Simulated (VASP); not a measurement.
# MgS (R3m) in VASP: settings compared, part 2 of 2

VASP 6.6.1.

### 4 Single point, PBE (epitaxial 111 strain -3.0%)

File INCAR:

```
PREC = Accurate ; ENCUT = 520
EDIFF = 1E-7 ; ISMEAR = -1
SIGMA = 0.02 ; LREAL = False
LASPH = True ; NELM = 60
ALGO = Normal ; ISIF = 2
LWAVE = False ; LCHARG = True
GGA = PE ; LELF = True
LVHAR = True ; NBANDS = 11
```

File KPOINTS:

```
Automatic mesh
0
Gamma
  8 8 8
```

File POSCAR:

```
MgS
1.0
    0.0993066788      2.8452572148      2.8452572148
    2.8452572148      0.0993066788      2.8452572148
    2.8452572148      2.8452572148      0.0993066788
Mg S
1 1
Direct
    0.0033215597      0.0033215597      0.0033215597
    0.2466784403      0.2466784403      0.2466784403
```

Potentials or basis: VASP PAW PBE potentials, release 64 (Mg, S).

Launch:

```sh
$ cat potpaw_PBE.64/Mg/POTCAR potpaw_PBE.64/S/POTCAR > POTCAR
$ mpirun -np 1 vasp_std > vasp.out
```

OUTCAR:

```text
PREC = Accurate
   ENCUT = 520
   EDIFF = 1E-7
   ISMEAR = -1
   LREAL = False
   LASPH = True
   NELM = 60
   ISIF = 2
   GGA = PE

 ion  position               nearest neighbor table
   1  0.003  0.003  0.003-   2 2.42   2 2.42   2 2.42   2 2.44
   2  0.247  0.247  0.247-   1 2.42   1 2.42   1 2.42   1 2.44

  LATTYP: Found a trigonal (rhomboedric) cell.
 ALAT       =     4.0250265904
 COS(alpha) =     0.5345769240

  Lattice vectors:

 A1 = (   0.0993066788,   2.8452572148,   2.8452572148)
 A2 = (   2.8452572148,   0.0993066788,   2.8452572148)
 A3 = (   2.8452572148,   2.8452572148,   0.0993066788)

Analysis of symmetry for initial positions (statically):
=====================================================================
 Subroutine PRICEL returns:
 Original cell was already a primitive cell.

 Routine SETGRP: Setting up the symmetry group for a
 trigonal (rhombohedral) supercell.

 Subroutine GETGRP returns: Found  6 space group operations
 (whereof  6 operations were pure point group operations)
 out of a pool of 12 trial point group operations.

The static configuration has the point symmetry C_3v.

Analysis of symmetry for dynamics (positions and initial velocities):
=====================================================================
 Subroutine PRICEL returns:
 Original cell was already a primitive cell.

 Routine SETGRP: Setting up the symmetry group for a
 trigonal (rhombohedral) supercell.

 Subroutine GETGRP returns: Found  6 space group operations
 (whereof  6 operations were pure point group operations)
 out of a pool of 12 trial point group operations.

The dynamic configuration has the point symmetry C_3v.

 Subroutine INISYM returns: Found  6 space group operations
 (whereof  6 operations are pure point group operations),
 and found     1 'primitive' translations

----------------------------------------------------------------------------------------

                                     Primitive cell

  volume of cell :      43.6567
[... 111 lines left out ...]
  Fermi-wavevector in a.u.,A,eV,Ry     =   0.929868  1.757196 11.764339  0.864655
  Thomas-Fermi vector in A             =   2.056196
   LORBIT       =      0    0 simple, 1 ext, 2 COOP (PROOUT), +10 PAW based schemes
   GGA     = PE    functional components
   LHFCALC =     F    Hartree Fock is set to
   AEXX    =    0.0000 exact exchange contribution
   IVDW    =     0    specifies the selected vdW correction
   LEPSILON=     F    determine dielectric tensor
   LRPA    =     F    only Hartree local field effects (RPA)
 non-spin polarized calculation
  energy-cutoff  :      520.00
  volume of cell :       43.66
 maximum number of plane-waves:      1197
 NGX is ok and might be reduce to    30
   NGX = 15   NGY = 15   NGZ = 15

 number of electron       8.0000000 magnetization

 Free energy of the ion-electron system (eV)
  ---------------------------------------------------
  ext. energy  EPLUGINS =         0.00000000
  ---------------------------------------------------
  free energy    TOTEN  =        -8.43217130 eV

  energy without entropy =       -8.43217130  energy(sigma->0) =       -8.43217130

 E-fermi :   1.8537     XC(G=0):  -8.5422

 val. band max:        1.4405487208   @ k =   0.0000   0.0000   0.0000
 cond. band min:       4.9156268359   @ k =   0.0000   0.0000   0.0000
 fundamental gap:      3.4750781151
 Fermi energy:         1.8537077204

 k-point     1 :       0.0000    0.0000    0.0000
  band No.  band energies     occupation
      1     -10.0808      2.00000
      2       1.0903      2.00000
      3       1.4405      2.00000
      4       1.4405      2.00000
      5       4.9156      0.00000
      6       8.9459      0.00000
      7       9.6109      0.00000
      8       9.6109      0.00000
      9      12.2442      0.00000
     10      12.2442      0.00000
     11      15.2474      0.00000
[... 309 lines left out ...]
 k-point    24 :       0.3750    0.1250    0.1250
  band No.  band energies     occupation
      1      -9.5858      2.00000
      2      -0.9006      2.00000
      3       0.4585      2.00000
      4       1.2224      2.00000
      5       7.0403      0.00000
      6       8.8344      0.00000
      7       9.4925      0.00000
      8       9.7865      0.00000
      9      11.5581      0.00000
     10      13.2275      0.00000
     11      14.4660      0.00000

 [... further k-points ...]
[... 5 lines left out ...]
  --------------------------------------------------------------------------------------
  -------------------------------------------------------------------------------------
  Total        0.9005687      0.9005687      0.9005687     -0.3060598     -0.3060598     -0.3060598
  in kB       33.0504109     33.0504109     33.0504109    -11.2322376    -11.2322376    -11.2322376
  external PRESSURE =      33.0504109 kB  Pullay stress =       0.0000000 kB

 VOLUME and BASIS-vectors are now :
 -----------------------------------------------------------------------------
  energy-cutoff  :      520.00
  volume of cell :       43.66
      direct lattice vectors                 reciprocal lattice vectors
     0.099306679  2.845257215  2.845257215    -0.185209444  0.178963176  0.178963176
     2.845257215  0.099306679  2.845257215     0.178963176 -0.185209444  0.178963176
     2.845257215  2.845257215  0.099306679     0.178963176  0.178963176 -0.185209444

 POSITION                                       TOTAL-FORCE (eV/Angst)
 -----------------------------------------------------------------------------------
      0.01923      0.01923      0.01923         0.006385      0.006385      0.006385
      1.42822      1.42822      1.42822        -0.006385     -0.006385     -0.006385
 -----------------------------------------------------------------------------------
    total drift:                               -0.000062     -0.000062     -0.000062

  FREE ENERGIE OF THE ION-ELECTRON SYSTEM (eV)
  ---------------------------------------------------
  free  energy   TOTEN  =        -8.4321713044 eV

  energy  without entropy=       -8.4321713044  energy(sigma->0) =       -8.43217130
```

OSZICAR:

```text
N       E                     dE             d eps       ncg     rms          rms(c)
DAV:   1     0.249436351207E+02    0.24944E+02   -0.33996E+03  1438   0.577E+02
DAV:   2    -0.706958953248E+01   -0.32013E+02   -0.30931E+02  1772   0.101E+02
DAV:   3    -0.893643106297E+01   -0.18668E+01   -0.18639E+01  1780   0.264E+01
DAV:   4    -0.894997964233E+01   -0.13549E-01   -0.13547E-01  1685   0.273E+00
DAV:   5    -0.895014078647E+01   -0.16114E-03   -0.16114E-03  1811   0.295E-01    0.415E+00
DAV:   6    -0.846315485264E+01    0.48699E+00   -0.11801E+00  1577   0.410E+00    0.321E+00
DAV:   7    -0.842565761314E+01    0.37497E-01   -0.27727E-01  1723   0.217E+00    0.251E+00
DAV:   8    -0.843283285185E+01   -0.71752E-02   -0.23023E-02  1583   0.916E-01    0.142E+00
DAV:   9    -0.843196824061E+01    0.86461E-03   -0.25247E-03  1616   0.253E-01    0.419E-01
DAV:  10    -0.843215418717E+01   -0.18595E-03   -0.53209E-04  1610   0.111E-01    0.560E-02
DAV:  11    -0.843216900703E+01   -0.14820E-04   -0.45339E-05  1711   0.297E-02    0.393E-02
DAV:  12    -0.843217152167E+01   -0.25146E-05   -0.41330E-06  1649   0.110E-02    0.198E-02
DAV:  13    -0.843217135851E+01    0.16315E-06   -0.10016E-06  1712   0.443E-03    0.543E-03
DAV:  14    -0.843217130444E+01    0.54068E-07   -0.86849E-08  1632   0.154E-03
   1 F= -.84321713E+01 E0= -.84321713E+01  d E =-.548624E-11
```

Run time: 31 s. Hardware: 1 thread of Intel Xeon Platinum 8259CL at 2.50GHz (Skylake/Cascade Lake), shared host; peak memory 0.18 GiB.

What came out:

```
Free energy            : -8.4322 eV
Pressure               : 3.3 GPa
Largest force          : 0.011 eV/Å
Band gap on the k mesh : 3.48 eV, direct
```

Forces on the atoms (eV/Å):
```
Mg   0.006  0.006  0.006
S   -0.006 -0.006 -0.006
```

Caveat: the cell differs from its parent crystal (epitaxial 111 strain -3.0%). A k mesh can miss the band edges.

### 5 Single point, PBE (epitaxial 111 strain -2.0%)

File INCAR:

```
SYSTEM = MgS
PREC     = Accurate       ! precision mode
ENCUT    = 520            ! plane-wave cutoff, eV
EDIFF    = 1E-6           ! SCF threshold, eV
ISMEAR   = -1             ! smearing method
SIGMA    = 0.02           ! smearing width, eV
LREAL    = .FALSE.        ! projectors in reciprocal space
LASPH    = .TRUE.         ! aspherical terms in the spheres
NELM     = 60             ! most SCF steps
ALGO     = Normal         ! electronic algorithm
ISIF     = 2              ! what is computed and relaxed
LWAVE    = .FALSE.        ! write WAVECAR
LCHARG   = .FALSE.        ! write CHGCAR
GGA      = PE             ! functional
NBANDS   = 11             ! bands
```

File KPOINTS:

```
Automatic mesh
0
G
  8 8 8
  0 0 0
```

File POSCAR:

```
MgS
1.0
    0.0668512600      2.8411105644      2.8411105644
    2.8411105644      0.0668512600      2.8411105644
    2.8411105644      2.8411105644      0.0668512600
Mg S
1 1
Direct
    0.0022259132      0.0022259132      0.0022259132
    0.2477740868      0.2477740868      0.2477740868
```

Launch:

```sh
$ cat potpaw_PBE.64/Mg/POTCAR potpaw_PBE.64/S/POTCAR > POTCAR
$ mpirun -np 1 vasp_std > vasp.out
```

It took 27 s on 1 thread of Intel Xeon Platinum 8259CL at 2.50GHz (Skylake/Cascade Lake), shared host; peak memory 0.18 GiB.

The run converged. Its results:

- Free energy: -8.4515 eV
- Pressure: 2.5 GPa
- Largest force: 0.008 eV/Å
- Band gap on the k mesh: 3.48 eV, direct

Forces on the atoms (eV/Å):
```
Mg   0.004  0.004  0.004
S   -0.004 -0.004 -0.004
```

Stress tensor (GPa, compression positive):
```
 2.46 -0.74 -0.74
-0.74  2.46 -0.74
-0.74 -0.74  2.46
```

Levels at points of the mesh, in eV from the valence-band top:
| k point | band 1 | band 2 | band 3 | band 4 | band 5 | band 6 | band 7 | band 8 | band 9 |
| --- | --- | --- | --- | --- | --- | --- | --- | --- | --- |
| (0.00, 0.00, 0.00) | -11.43 | -0.23 | 0.00 | 0.00 | 3.48 | 7.64 | 8.10 | 8.10 | 10.81 |
| (0.50, 0.00, 0.00) | -10.69 | -3.27 | -0.51 | -0.38 | 5.07 | 7.41 | 7.66 | 8.64 | 12.94 |
| (0.50, 0.50, 0.00) | -10.48 | -2.96 | -1.24 | -1.03 | 3.77 | 5.62 | 11.25 | 12.45 | 12.45 |
| (0.50, 0.50, 0.50) | -10.77 | -3.36 | -0.29 | -0.29 | 5.29 | 7.80 | 7.80 | 8.59 | 13.00 |

Caveat: the cell differs from its parent crystal (epitaxial 111 strain -2.0%).

### 6 Summary

```csv
level,cell,smearing,gap on the mesh (eV),pressure (GPa),largest force (eV/Å)
r2SCAN,"a = 3.993 Å, angles 61.5°, 2 atoms",gaussian 0.01 eV,3.85,-1.7,-
r2SCAN,"a = 3.986 Å, angles 62.3°, 2 atoms",gaussian 0.01 eV,3.71,-2.4,-
PBE,"a = 4.025 Å, angles 57.7°, 2 atoms",fermi-dirac 0.02 eV,3.48,3.3,0.01
PBE,"a = 4.018 Å, angles 58.4°, 2 atoms",fermi-dirac 0.02 eV,3.48,2.5,0.01
```

Alike in all rows: task single point; potentials or basis VASP PAW PBE potentials, release 64 (Mg, S); no spin polarisation; k mesh 8 × 8 × 8; cutoff (eV) 520.

Caveats: the PAW data sets were made with another functional, which shifts forces and pressure a little (some runs).

Absolute energies hang on the potentials; compare differences alone.
